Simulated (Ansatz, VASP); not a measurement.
Ge in VASP and in Ansatz

```xyz
6
Lattice="4.0743 0.0000 0.0000 -2.0372 3.5285 0.0000 0.0000 0.0000 9.9768" Properties=species:S:1:pos:R:3 pbc="T T T"
Ge    0.0000    0.0000   -0.0004
Ge    0.0000    0.0000    2.4946
Ge    0.0000    2.3523    3.3252
Ge    0.0000    2.3523    5.8202
Ge    2.0372    1.1762    6.6508
Ge    2.0372    1.1762    9.1458
```

Alike in both runs: functional PBE; k mesh 12 × 12 × 6; occupations gaussian, width 0.1 eV; no spin polarisation.

Ansatz relaxed the structure, and its values are those at the end. VASP's run is a single point on that final structure, the one shown.

|  | VASP | Ansatz |
| --- | --- | --- |
| version | VASP 6.6.1 | Ansatz 0.2.0 |
| potentials or method | VASP PAW PBE potentials, release 64 (Ge_d), cutoff 520 eV | scalar-relativistic, plane waves, PAW |
| valence electrons in the cell | 84 | 84 |

```csv
,VASP,Ansatz,Ansatz less VASP
pressure (GPa),0.0,0.0,+0.04
```

The functional is the same, so the differences come from potentials, cutoffs and numerics.
